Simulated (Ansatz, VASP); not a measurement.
**Two plane-wave programs on TiSi2**

```
Ti Si
1.0
    -1.47948    1.71464    4.20976
     1.47948   -1.71464    4.20976
     1.47948    1.71464   -4.20976
Ti Si
1 2
Direct
  0.00000 0.00000 0.00000
  0.33697 0.33697 0.00000
  0.66303 0.66303 0.00000
```

Alike in both runs: task single point; functional LDA; k mesh 18 × 18 × 18; occupations gaussian, width 0.15 eV; no spin polarisation.

|  | VASP | Ansatz |
| --- | --- | --- |
| version | VASP 6.6.1 | Ansatz 0.2.0 |
| potentials or method | VASP PAW LDA potentials, release 64 (Ti_sv, Si), cutoff 520 eV | scalar-relativistic, plane waves, PAW |
| valence electrons in the cell | 20 | 20 |

Ansatz gave:

| Item | Value |
| --- | --- |
| gap on the k mesh at the Fermi level (eV) | none |
| pressure (GPa) | -6.6 |
| traceless stress, the component that is largest in VASP (GPa) | 0.97 |
| rms of the force components (eV/Å) | 0.172 |

**Question.** Which values does VASP return?

**Answer.** gap on the k mesh at the Fermi level (eV): none; pressure (GPa): -6.4; traceless stress, the component that is largest in VASP (GPa): 0.99; rms of the force components (eV/Å): 0.175.

Ansatz warns that its potentials were made for another functional, while VASP's fit it. LDA's correlation is that of Perdew and Zunger in VASP and of Perdew and Wang (1992) in Ansatz. Atom by atom the forces differ by 0.003 eV/Å (rms over components). A gap of «none» marks a metal or a gap that the smearing closes.
